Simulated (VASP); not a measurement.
Write the native input for VASP 6.6.1 that does the following.

```
Task                   : single point
Functional             : LDA
Potentials or basis    : VASP PAW LDA potentials, release 64 (Zn)
Cutoff                 : 520 eV
k mesh                 : 15 × 15 × 7
Occupations            : gaussian, width 0.1 eV
Spin                   : no spin polarisation
Dipole correction      : no
Further INCAR settings : ALGO = Fast; EDIFF = 1e-06; NBANDS = 19
```

The structure of Zn lies in POSCAR:

```
Zn
1.0
    2.5514179379      0.0000000000      0.0000000000
   -1.2757089690      2.2095927499      0.0000000000
    0.0000000000      0.0000000000      4.8507390148
Zn
2
Direct
    0.3333333333      0.6666666667      0.2500000000
    0.6666666667      0.3333333333      0.7500000000
```

The input as run:

INCAR

```
ALGO = Fast
EDIFF = 1E-6
ENCUT = 520
ISIF = 2
ISMEAR = 0
LASPH = T
LCHARG = T
LELF = T
LREAL = F
LVHAR = T
LWAVE = F
NBANDS = 19
NELM = 80
PREC = Accurate
SIGMA = 0.1
```

KPOINTS

```
k-points
0
Gamma
  15 15 7
```

Potentials or basis: VASP PAW LDA potentials, release 64 (Zn).

Launch:

```sh
$ cat potpaw_LDA.64/Zn/POTCAR > POTCAR
$ mpirun -np 1 vasp_std > vasp.out
```

It gave:

```yaml
Pressure: 1.0 GPa
Band_gap_on_the_k_mesh: zero (band 12 reaches 5.42 eV, above the bottom of band 13 at 0.40 eV)
```

Run time: 46 s on 1 thread of Intel(R) Xeon(R) Platinum 8259CL CPU @ 2.50GHz (Skylake/Cascade Lake) (shared host), peak memory 0.16 GiB.
